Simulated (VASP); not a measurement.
# Mg in VASP: a series of runs

The runs below take Mg through relaxation of the atoms, with PBE.

Everything below comes from runs of VASP 6.6.1. Logs are shortened: lines on timing, memory, paths and dates and some standing lists are left out, and cuts for length are marked.

## (1) The cell of the first run

The cell holds a slab with vacuum, 4 atoms: a = 3.210 Å, b = 3.210 Å, c = 21.707 Å, α = 90.00°, β = 90.00°, γ = 120.00°.

## (2) Relaxation of the atoms, PBE

INCAR reads:

```
SYSTEM = Mg
ALGO = Fast
DIPOL = 0.5 0.5 0.500
EDIFF = 1E-6
EDIFFG = -0.03
ENCUT = 520
GGA = PE
IBRION = 2
IDIPOL = 3
ISIF = 2
ISMEAR = 0
LASPH = .TRUE.
LCHARG = .FALSE.
LDIPOL = .TRUE.
LREAL = .FALSE.
LWAVE = .FALSE.
NELM = 100
NSW = 70
PREC = Accurate
SIGMA = 0.1
```

KPOINTS reads:

```
k-points
0
G
  9 9 1
  0 0 0
```

POSCAR reads:

```
Mg
1.0
    3.2100692852      0.0000000000      0.0000000000
   -1.6050346426      2.7800015489      0.0000000000
    0.0000000000      0.0000000000     21.7068694440
Mg
4
Selective dynamics
Direct
    0.6666666667      0.3333333333      0.3224785600  F F F
    0.3333333333      0.6666666667      0.4408261867  F F F
    0.6666666667      0.3333333333      0.5591738133  T T T
    0.3333333333      0.6666666667      0.6775214400  T T T
```

Potentials or basis: VASP PAW PBE potentials, release 64 (Mg).

The run is started by

```bash
> cat potpaw_PBE.64/Mg/POTCAR > POTCAR
> mpirun -np 1 vasp_std > vasp.out
```

OUTCAR:

```text
SYSTEM = Mg
   EDIFF = 1E-6
   EDIFFG = -0.03
   ENCUT = 520
   GGA = PE
   IBRION = 2
   ISIF = 2
   ISMEAR = 0
   LASPH = .TRUE.
   LREAL = .FALSE.
   NELM = 100
   NSW = 70
   PREC = Accurate

 ion  position               nearest neighbor table
   1  0.667  0.333  0.322-   2 3.17   2 3.17   2 3.17
   2  0.333  0.667  0.441-   3 3.17   3 3.17   3 3.17   1 3.17   1 3.17   1 3.17
   3  0.667  0.333  0.559-   2 3.17   2 3.17   2 3.17   4 3.17   4 3.17   4 3.17
   4  0.333  0.667  0.678-   3 3.17   3 3.17   3 3.17

  LATTYP: Found a hexagonal cell.
 ALAT       =     3.2100692852
 C/A-ratio  =     6.7621186696

  Lattice vectors:

 A1 = (   3.2100692852,   0.0000000000,   0.0000000000)
 A2 = (  -1.6050346426,   2.7800015489,   0.0000000000)
 A3 = (   0.0000000000,   0.0000000000,  21.7068694440)

Analysis of symmetry for initial positions (statically):
=====================================================================
 Subroutine PRICEL returns:
 Original cell was already a primitive cell.

 Routine SETGRP: Setting up the symmetry group for a
 hexagonal supercell.

 Subroutine GETGRP returns: Found 12 space group operations
 (whereof 12 operations were pure point group operations)
 out of a pool of 24 trial point group operations.

The static configuration has the point symmetry D_3d.

Analysis of symmetry for dynamics (positions and initial velocities):
=====================================================================
 Subroutine PRICEL returns:
 Original cell was already a primitive cell.

 Routine SETGRP: Setting up the symmetry group for a
 hexagonal supercell.

 Subroutine GETGRP returns: Found 12 space group operations
 (whereof 12 operations were pure point group operations)
 out of a pool of 24 trial point group operations.

The dynamic configuration has the point symmetry D_3d.

Analysis of constrained symmetry for selective dynamics:
=====================================================================
 Subroutine PRICEL returns:
 Original cell was already a primitive cell.

 Routine SETGRP: Setting up the symmetry group for a
 hexagonal supercell.

 Subroutine GETGRP returns: Found  6 space group operations
 (whereof  6 operations were pure point group operations)
 out of a pool of 24 trial point group operations.

The constrained configuration has the point symmetry C_3v.

 Subroutine INISYM returns: Found  6 space group operations
[... 116 lines left out ...]
   IVDW    =     0    specifies the selected vdW correction
   LEPSILON=     F    determine dielectric tensor
   LRPA    =     F    only Hartree local field effects (RPA)
 conjugate gradient relaxation of ions
 non-spin polarized calculation
 RMM-DIIS sequential band-by-band and
 Gauss-broadening in eV      SIGMA  =   0.10
  energy-cutoff  :      520.00
  volume of cell :      193.71
 maximum number of plane-waves:      5280
 NGX is ok and might be reduce to    24
   NGX = 11   NGY = 11   NGZ = 81

--------------------------------------- Ionic step        1  -------------------------------------------

 number of electron       8.0000000 magnetization

 Free energy of the ion-electron system (eV)
  ---------------------------------------------------
  ext. energy  EPLUGINS =         0.00000000
  ---------------------------------------------------
  free energy    TOTEN  =        -5.34988055 eV

  energy without entropy =       -5.33600617  energy(sigma->0) =       -5.34294336

------------------------ aborting loop because EDIFF is reached ----------------------------------------

  FORCE on cell =-STRESS in cart. coord.  units (eV):
  Direction    XX          YY          ZZ          XY          YZ          ZX
  --------------------------------------------------------------------------------------
  -------------------------------------------------------------------------------------
  Total       -1.0748991     -1.0748991      0.2270573      0.0000000      0.0000000      0.0000000
  in kB       -8.8904074     -8.8904074      1.8779732      0.0000000      0.0000000      0.0000000
  external PRESSURE =      -5.3009472 kB  Pullay stress =       0.0000000 kB
[... 133 lines left out ...]
  FREE ENERGIE OF THE ION-ELECTRON SYSTEM (eV)
  ---------------------------------------------------
  free  energy   TOTEN  =        -5.3516853874 eV

  energy  without entropy=       -5.3385685358  energy(sigma->0) =       -5.34512696

 dipolmoment           0.000000      0.000000      0.004388 electrons x Angstroem

--------------------------------------- Ionic step        5  -------------------------------------------

 number of electron       8.0000000 magnetization

 dipolmoment           0.000000      0.000000     -0.000190 electrons x Angstroem

 Free energy of the ion-electron system (eV)
  ---------------------------------------------------
  ext. energy  EPLUGINS =         0.00000000
  ---------------------------------------------------
  free energy    TOTEN  =        -5.35311935 eV

  energy without entropy =       -5.33979329  energy(sigma->0) =       -5.34645632

 E-fermi :  -0.6921     XC(G=0):  -4.8337

 val. band max:       -0.7343596129   @ k =   0.2222  -0.0000   0.0000
 cond. band min:      -0.6601090829   @ k =   0.2222   0.2222   0.0000
 fundamental gap:      0.0742505300
 Fermi energy:        -0.6920886291

 k-point     1 :       0.0000    0.0000    0.0000
  band No.  band energies     occupation
      1      -7.2776      2.00000
      2      -6.4692      2.00000
      3      -5.1782      2.00000
      4      -3.3805      2.00000
      5      -1.6320      2.00000
      6       0.6086      0.00000
      7       2.1209      0.00000
      8       3.2304      0.00000
[... 111 lines left out ...]
 k-point    12 :       0.3333    0.3333    0.0000
  band No.  band energies     occupation
      1      -1.0331      2.00000
      2      -1.0308      2.00000
      3      -1.0173      2.00000
      4      -0.3380      0.00000
      5      -0.3105      0.00000
      6      -0.3020      0.00000
      7       0.8633      0.00000
      8       1.4800      0.00000

------------------------ aborting loop because EDIFF is reached ----------------------------------------

 vacuum level on the upper side and lower side of the slab       (xc-potential included)        -0.237        -0.119

  FORCE on cell =-STRESS in cart. coord.  units (eV):
  Direction    XX          YY          ZZ          XY          YZ          ZX
  --------------------------------------------------------------------------------------
  -------------------------------------------------------------------------------------
  Total       -1.0930034     -1.0930034      0.1666283      0.0000000      0.0000000      0.0000000
  in kB       -9.0401462     -9.0401462      1.3781699      0.0000000      0.0000000      0.0000000
  external PRESSURE =      -5.5673742 kB  Pullay stress =       0.0000000 kB
[... 19 lines left out ...]
  FREE ENERGIE OF THE ION-ELECTRON SYSTEM (eV)
  ---------------------------------------------------
  free  energy   TOTEN  =        -5.3531193455 eV

  energy  without entropy=       -5.3397932864  energy(sigma->0) =       -5.34645632

 reached required accuracy - stopping structural energy minimisation

 vacuum level on the upper side and lower side of the slab         2.877         2.983
```

OSZICAR:

```text
N       E                     dE             d eps       ncg     rms          rms(c)
DAV:   1     0.122066418094E+02    0.12207E+02   -0.24034E+03   192   0.658E+02
DAV:   2    -0.530924896819E+01   -0.17516E+02   -0.16269E+02   280   0.616E+01
DAV:   3    -0.554064346698E+01   -0.23139E+00   -0.21892E+00   296   0.102E+01
[... 43 lines left out ...]
RMM:   2    -0.535391902855E+01   -0.64204E-03   -0.14905E-03   203   0.290E-01    0.561E-02
RMM:   3    -0.535315401486E+01    0.76501E-03   -0.26038E-04   215   0.124E-01    0.193E-02
RMM:   4    -0.535311570341E+01    0.38311E-04   -0.88069E-05   210   0.626E-02    0.696E-03
RMM:   5    -0.535311841972E+01   -0.27163E-05   -0.19267E-05   210   0.326E-02    0.374E-03
RMM:   6    -0.535311934549E+01   -0.92578E-06   -0.38415E-06   175   0.170E-02
   5 F= -.53531193E+01 E0= -.53464563E+01  d E =-.323880E-02
```

Wall time 87 s (1 thread of Intel Xeon Platinum 8259CL at 2.50GHz (Skylake/Cascade Lake), shared host); peak memory 0.29 GiB.

Results:

```
Free energy               : -5.3531 eV
Energy gained by relaxing : 0.8 meV/atom
Ionic steps               : 5
Band gap on the k mesh    : zero (bands 4 and 5 overlap by 1.29 eV)
```

Step by step:
```tsv
step	energy change (eV)	largest force on free atoms (eV/Å)	pressure (GPa)
1	0.0000	0.1312	-0.53
2	-0.0010	0.1091	-0.54
3	-0.0029	0.0434	-0.55
4	-0.0018	0.0866	-0.56
5	-0.0032	0.0007	-0.56
```

Final structure:
```
Mg
1.0
     3.21007    0.00000    0.00000
    -1.60503    2.78000    0.00000
     0.00000    0.00000   21.70687
Mg
4
Direct
  0.66667 0.33333 0.32248
  0.33333 0.66667 0.44083
  0.66667 0.33333 0.55742
  0.33333 0.66667 0.67850
```

## (3) Relaxation of the atoms, PBE

Changes to INCAR since step 2:

```diff
@@ -1,3 +1,3 @@
 SYSTEM = Mg
-ALGO = Fast
+ALGO = Normal
 DIPOL = 0.5 0.5 0.500
```

KPOINTS is that of step 2.

POSCAR reads:

```
Mg
1.0
    3.2100692859      0.0000000000      0.0000000000
   -1.6050346429      2.7800015495      0.0000000000
    0.0000000000      0.0000000000     21.7068694491
Mg
4
Selective dynamics
Direct
    0.6666666667      0.3333333333      0.3224785599  F F F
    0.3333333333      0.6666666667      0.4408261866  F F F
    0.6666666667      0.3333333333      0.5591738134  T T T
    0.3333333333      0.6666666667      0.6775214401  T T T
```

Potentials or basis: VASP PAW PBE potentials, release 64 (Mg).

The run is started by

```bash
> cat potpaw_PBE.64/Mg/POTCAR > POTCAR
> mpirun -np 1 vasp_std > vasp.out
```

OUTCAR:

```text
SYSTEM = Mg
   EDIFF = 1E-6
   EDIFFG = -0.03
   ENCUT = 520
   GGA = PE
   IBRION = 2
   ISIF = 2
   ISMEAR = 0
   LASPH = .TRUE.
   LREAL = .FALSE.
   NELM = 100
   NSW = 70
   PREC = Accurate

 ion  position               nearest neighbor table
   1  0.667  0.333  0.322-   2 3.17   2 3.17   2 3.17
   2  0.333  0.667  0.441-   1 3.17   1 3.17   1 3.17   3 3.17   3 3.17   3 3.17
   3  0.667  0.333  0.559-   4 3.17   4 3.17   4 3.17   2 3.17   2 3.17   2 3.17
   4  0.333  0.667  0.678-   3 3.17   3 3.17   3 3.17

  LATTYP: Found a hexagonal cell.
 ALAT       =     3.2100692859
 C/A-ratio  =     6.7621186697

  Lattice vectors:

 A1 = (   3.2100692859,   0.0000000000,   0.0000000000)
 A2 = (  -1.6050346429,   2.7800015495,   0.0000000000)
 A3 = (   0.0000000000,   0.0000000000,  21.7068694491)

Analysis of symmetry for initial positions (statically):
=====================================================================
 Subroutine PRICEL returns:
 Original cell was already a primitive cell.

 Routine SETGRP: Setting up the symmetry group for a
 hexagonal supercell.

 Subroutine GETGRP returns: Found 12 space group operations
 (whereof 12 operations were pure point group operations)
 out of a pool of 24 trial point group operations.

The static configuration has the point symmetry D_3d.

Analysis of symmetry for dynamics (positions and initial velocities):
=====================================================================
 Subroutine PRICEL returns:
 Original cell was already a primitive cell.

 Routine SETGRP: Setting up the symmetry group for a
 hexagonal supercell.

 Subroutine GETGRP returns: Found 12 space group operations
 (whereof 12 operations were pure point group operations)
 out of a pool of 24 trial point group operations.

The dynamic configuration has the point symmetry D_3d.

[... 149 lines left out ...]
  ext. energy  EPLUGINS =         0.00000000
  ---------------------------------------------------
  free energy    TOTEN  =        -5.34985557 eV

  energy without entropy =       -5.33597114  energy(sigma->0) =       -5.34291336

------------------------ aborting loop because EDIFF is reached ----------------------------------------

  FORCE on cell =-STRESS in cart. coord.  units (eV):
  Direction    XX          YY          ZZ          XY          YZ          ZX
  --------------------------------------------------------------------------------------
  -------------------------------------------------------------------------------------
  Total       -1.0748768     -1.0748768      0.2290180     -0.0000000      0.0000000      0.0000000
  in kB       -8.8902222     -8.8902222      1.8941901     -0.0000000      0.0000000      0.0000000
  external PRESSURE =      -5.2954181 kB  Pullay stress =       0.0000000 kB
[... 133 lines left out ...]
  FREE ENERGIE OF THE ION-ELECTRON SYSTEM (eV)
  ---------------------------------------------------
  free  energy   TOTEN  =        -5.3516870141 eV

  energy  without entropy=       -5.3385686750  energy(sigma->0) =       -5.34512784

 dipolmoment           0.000000      0.000000      0.004366 electrons x Angstroem

--------------------------------------- Ionic step        5  -------------------------------------------

 number of electron       8.0000000 magnetization

 dipolmoment           0.000000      0.000000     -0.000182 electrons x Angstroem

 Free energy of the ion-electron system (eV)
  ---------------------------------------------------
  ext. energy  EPLUGINS =         0.00000000
  ---------------------------------------------------
  free energy    TOTEN  =        -5.35311940 eV

  energy without entropy =       -5.33979277  energy(sigma->0) =       -5.34645608

 E-fermi :  -0.6921     XC(G=0):  -4.8339

 val. band max:       -0.7343658612   @ k =   0.2222  -0.0000   0.0000
 cond. band min:      -0.6601169733   @ k =   0.2222   0.2222   0.0000
 fundamental gap:      0.0742488880
 Fermi energy:        -0.6920895904

 k-point     1 :       0.0000    0.0000    0.0000
  band No.  band energies     occupation
      1      -7.2776      2.00000
      2      -6.4692      2.00000
      3      -5.1782      2.00000
      4      -3.3805      2.00000
      5      -1.6320      2.00000
      6       0.6086      0.00000
      7       2.1207      0.00000
      8       3.2297      0.00000
[... 111 lines left out ...]
 k-point    12 :       0.3333    0.3333    0.0000
  band No.  band energies     occupation
      1      -1.0331      2.00000
      2      -1.0307      2.00000
      3      -1.0173      2.00000
      4      -0.3380      0.00000
      5      -0.3104      0.00000
      6      -0.3019      0.00000
      7       0.8633      0.00000
      8       1.4802      0.00000

------------------------ aborting loop because EDIFF is reached ----------------------------------------

 vacuum level on the upper side and lower side of the slab       (xc-potential included)        -0.243        -0.124

  FORCE on cell =-STRESS in cart. coord.  units (eV):
  Direction    XX          YY          ZZ          XY          YZ          ZX
  --------------------------------------------------------------------------------------
  -------------------------------------------------------------------------------------
  Total       -1.0930106     -1.0930106      0.1664492     -0.0000000      0.0000000      0.0000000
  in kB       -9.0402058     -9.0402058      1.3766887     -0.0000000      0.0000000      0.0000000
  external PRESSURE =      -5.5679076 kB  Pullay stress =       0.0000000 kB
[... 19 lines left out ...]
  FREE ENERGIE OF THE ION-ELECTRON SYSTEM (eV)
  ---------------------------------------------------
  free  energy   TOTEN  =        -5.3531193986 eV

  energy  without entropy=       -5.3397927667  energy(sigma->0) =       -5.34645608

 reached required accuracy - stopping structural energy minimisation

 vacuum level on the upper side and lower side of the slab         2.875         2.986
```

OSZICAR:

```text
N       E                     dE             d eps       ncg     rms          rms(c)
DAV:   1     0.122066417938E+02    0.12207E+02   -0.24034E+03   192   0.658E+02
DAV:   2    -0.530924896735E+01   -0.17516E+02   -0.16269E+02   280   0.616E+01
DAV:   3    -0.554064346588E+01   -0.23139E+00   -0.21892E+00   296   0.102E+01
[... 43 lines left out ...]
DAV:   2    -0.535391695162E+01   -0.64754E-03   -0.14776E-02   288   0.475E-01    0.560E-02
DAV:   3    -0.535315016311E+01    0.76679E-03   -0.11540E-02   296   0.354E-01    0.193E-02
DAV:   4    -0.535311561863E+01    0.34544E-04   -0.48450E-04   240   0.102E-01    0.710E-03
DAV:   5    -0.535311864644E+01   -0.30278E-05   -0.25559E-05   336   0.367E-02    0.393E-03
DAV:   6    -0.535311939865E+01   -0.75221E-06   -0.17830E-06   248   0.783E-03
   5 F= -.53531194E+01 E0= -.53464561E+01  d E =-.326383E-02
```

CONTCAR:

```text
Mg
   1.00000000000000
     3.2100692859000000    0.0000000000000000    0.0000000000000000
    -1.6050346429000000    2.7800015495000001    0.0000000000000000
     0.0000000000000000    0.0000000000000000   21.7068694491000009
  Mg
     4
Selective dynamics
Direct
     0.6666666667000030    0.3333333332999970    0.3224785598999986   F   F   F
     0.3333333332999970    0.6666666667000030    0.4408261865999989   F   F   F
     0.6666666667000030    0.3333333332999970    0.5574223760251440   T   T   T
     0.3333333332999970    0.6666666667000030    0.6785051327933194   T   T   T

  0.00000000E+00  0.00000000E+00  0.00000000E+00
  0.00000000E+00  0.00000000E+00  0.00000000E+00
  0.00000000E+00  0.00000000E+00  0.00000000E+00
  0.00000000E+00  0.00000000E+00  0.00000000E+00
```

It took 1.7 min on 1 thread of Intel Xeon Platinum 8259CL at 2.50GHz (Skylake/Cascade Lake), shared host; peak memory 0.28 GiB.

What came out:

```
Free energy               : -5.3531 eV
Energy gained by relaxing : 0.8 meV/atom
Ionic steps               : 5
Band gap on the k mesh    : zero (bands 4 and 5 overlap by 1.29 eV)
```

Step by step:
```tsv
step	energy change (eV)	largest force on free atoms (eV/Å)	pressure (GPa)
1	0.0000	0.1311	-0.53
2	-0.0010	0.1092	-0.54
3	-0.0029	0.0435	-0.55
4	-0.0018	0.0864	-0.56
5	-0.0033	0.0009	-0.56
```

Final structure:
```
Mg
1.0
     3.21007    0.00000    0.00000
    -1.60503    2.78000    0.00000
     0.00000    0.00000   21.70687
Mg
4
Direct
  0.66667 0.33333 0.32248
  0.33333 0.66667 0.44083
  0.66667 0.33333 0.55742
  0.33333 0.66667 0.67851
```

Levels at points of the mesh, in eV from the Fermi level:
| k point | band 1 | band 2 | band 3 | band 4 | band 5 | band 6 | band 7 | band 8 |
| --- | --- | --- | --- | --- | --- | --- | --- | --- |
| (0.00, 0.00, 0.00) | -6.59 | -5.78 | -4.49 | -2.69 | -0.94 | 1.30 | 2.81 | 3.92 |
